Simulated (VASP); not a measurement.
## Be3Ga: single point with PBE

Be3Ga:

```
CELL_PARAMETERS angstrom
3.47479 0.00000 0.00000
0.00000 3.47479 0.00000
0.00000 0.00000 3.47479
ATOMIC_POSITIONS crystal
Be 0.00000 0.50000 0.50000
Be 0.50000 0.00000 0.50000
Be 0.50000 0.50000 0.00000
Ga 0.00000 0.00000 0.00000
```

```json
{
  "Program": "VASP 6.6.1",
  "Task": "single point",
  "Functional": "PBE",
  "Potentials or basis": "VASP PAW PBE potentials, release 64 (Be, Ga_d)",
  "Cutoff": "520 eV",
  "k mesh": "14 × 14 × 14",
  "Occupations": "gaussian, width 0.1 eV",
  "Spin": "no spin polarisation"
}
```

* Pressure: 0.1 GPa

Levels at points of the mesh, in eV from the Fermi level:
```tsv
k point	band 5	band 6	band 7	band 8	band 9	band 10	band 11	band 12	band 13	band 14
(0.00, 0.00, 0.00)	-15.11	-11.89	-2.59	-2.59	-2.59	1.20	2.49	2.49	7.03	7.03
(0.50, 0.00, 0.00)	-15.11	-9.83	-8.31	0.48	0.48	0.73	0.73	2.45	2.71	5.26
(0.50, 0.50, 0.00)	-15.06	-7.71	-6.06	-6.06	-5.32	3.53	3.53	3.61	4.17	5.55
(0.50, 0.50, 0.50)	-15.05	-4.94	-4.94	-4.94	-4.33	-4.25	-0.80	-0.80	-0.80	12.55
```

It took 34 s on 1 thread of Intel(R) Xeon(R) 6975P-C (Granite Rapids), with other jobs on the host, peak memory 0.21 GiB.
